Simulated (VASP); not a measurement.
Input of a VASP 6.6.1 run:

File INCAR:

```
SYSTEM = PN
ALGO = Normal
EDIFF = 1E-6
ENCUT = 520
GGA = PE
ISIF = 2
ISMEAR = 0
LASPH = .TRUE.
LCHARG = .TRUE.
LELF = .TRUE.
LREAL = .FALSE.
LVHAR = .TRUE.
LWAVE = .FALSE.
NBANDS = 30
NELM = 100
PREC = Accurate
SIGMA = 0.2
```

File KPOINTS:

```
k-points
0
G
  8 6 4
  0 0 0
```

The input POSCAR:

```
PN
1.0
    0.0000000000      3.0495527147      0.0000000000
    0.0000000000      0.0000000000      3.7383879454
    6.2510821326      0.0000000000      0.0000000000
P N
4 4
Direct
    0.7500000000      0.8117241708      0.0742320867
    0.2500000000      0.3117241708      0.4257679133
    0.7500000000      0.6882758292      0.5742320867
    0.2500000000      0.1882758292      0.9257679133
    0.2500000000      0.5142051864      0.1577469983
    0.7500000000      0.0142051864      0.3422530017
    0.2500000000      0.9857948136      0.6577469983
    0.7500000000      0.4857948136      0.8422530017
```

Potentials or basis: VASP PAW PBE potentials, release 64 (P, N).

Launch:

```console
$ cat potpaw_PBE.64/P/POTCAR potpaw_PBE.64/N/POTCAR > POTCAR
$ mpirun -np 1 vasp_std > vasp.out
```

(1) Estimate the largest force.

(2) Predict the band gap on the k mesh.

(3) Predict the pressure.

## Answers

(1) 0.073 eV/Å.

(2) zero (bands 20 and 21 overlap by 0.46 eV).

(3) -0.7 GPa.
